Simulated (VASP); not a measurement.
Set up this calculation in VASP 6.6.1, as the native input.

| Property | Result |
| --- | --- |
| Task | single point |
| Functional | PBE |
| Potentials or basis | VASP PAW PBE potentials, release 64 (Ba_sv) |
| Cutoff | 500 eV |
| k mesh | 3 × 3 × 2 |
| Occupations | gaussian, width 0.1 eV |
| Spin | no spin polarisation |
| Dipole correction | no |
| Further INCAR settings | ALGO = Normal; EDIFF = 1e-06; NBANDS = 11 |

The structure of Ba lies in POSCAR:

```
Ba
1.0
    4.3116136979      0.0000000000      0.0000000000
   -2.1558068490      3.7339669937      0.0000000000
    0.0000000000      0.0000000000      3.9134133000
Ba
1
Direct
    0.0000000000      0.0000000000      0.0000000000
```

These files were run (other wordings do the same):

INCAR

```
PREC = Accurate
ENCUT = 500
EDIFF = 1E-6
ISMEAR = 0
SIGMA = 0.1
LREAL = F
LASPH = T
NELM = 120
ALGO = Normal
ISIF = 2
LWAVE = F
LCHARG = F
GGA = PE
NBANDS = 11
GGA_COMPAT = F
```

KPOINTS

```
Automatic mesh
0
Gamma
  3 3 2
```

Potentials or basis: VASP PAW PBE potentials, release 64 (Ba_sv).

Run with:

```bash
$ cat potpaw_PBE.64/Ba_sv/POTCAR > POTCAR
$ mpirun -np 1 vasp_std > vasp.out
```

Results of the run:

* Pressure: -2.3 GPa
* Band gap on the k mesh: zero (band 5 reaches 2.04 eV, above the bottom of band 6 at 1.61 eV)

Caveat: the k points lie up to 0.80 Å⁻¹ apart; spin-orbit coupling is left out, which moves the levels of the heavy elements.

It took 3.1 s on 1 thread of Intel(R) Xeon(R) 6975P-C (Granite Rapids), on a shared host, peak memory 0.16 GiB.
